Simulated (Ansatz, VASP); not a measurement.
## Mg5NiS6: VASP beside Ansatz

```
Mg Ni S
1.0
     3.65730    0.00000    0.00000
     0.00000    3.65730    0.00000
     0.00000    0.00000   15.34856
Mg Ni S
5 1 6
Direct
  0.00000 0.00000 0.65932
  0.50000 0.50000 0.82766
  0.00000 0.00000 0.00000
  0.50000 0.50000 0.17234
  0.00000 0.00000 0.34068
  0.50000 0.50000 0.50000
  0.00000 0.00000 0.82893
  0.50000 0.50000 0.00000
  0.00000 0.00000 0.17107
  0.50000 0.50000 0.34664
  0.00000 0.00000 0.50000
  0.50000 0.50000 0.65336
```

Alike in both runs: task single point; functional PBE; k mesh 6 × 6 × 2; occupations gaussian, width 0.2 eV; no spin polarisation.

|  | VASP | Ansatz |
| --- | --- | --- |
| version | VASP 6.6.1 | Ansatz 0.2.0 |
| potentials or method | VASP PAW PBE potentials, release 64 (Mg, Ni, S), cutoff 520 eV | scalar-relativistic, plane waves, PAW |
| valence electrons in the cell | 56 | 104 |

```csv
,VASP,Ansatz,Ansatz less VASP
gap on the k mesh at the Fermi level (eV),none,none,-
pressure (GPa),-0.2,0.0,+0.24
"traceless stress, the component that is largest in VASP (GPa)",0.09,0.06,-0.028
rms of the force components (eV/Å),0.010,0.005,-0.0055
```

Atom by atom the forces differ by 0.006 eV/Å (rms over components). A gap of «none» marks a metal or a gap that the smearing closes. With one functional, cell and mesh, what is left measures potentials, basis and numerics. VASP's potentials hold 56 valence electrons a cell and Ansatz's 104, so a difference there can come from the potentials and not from the codes.
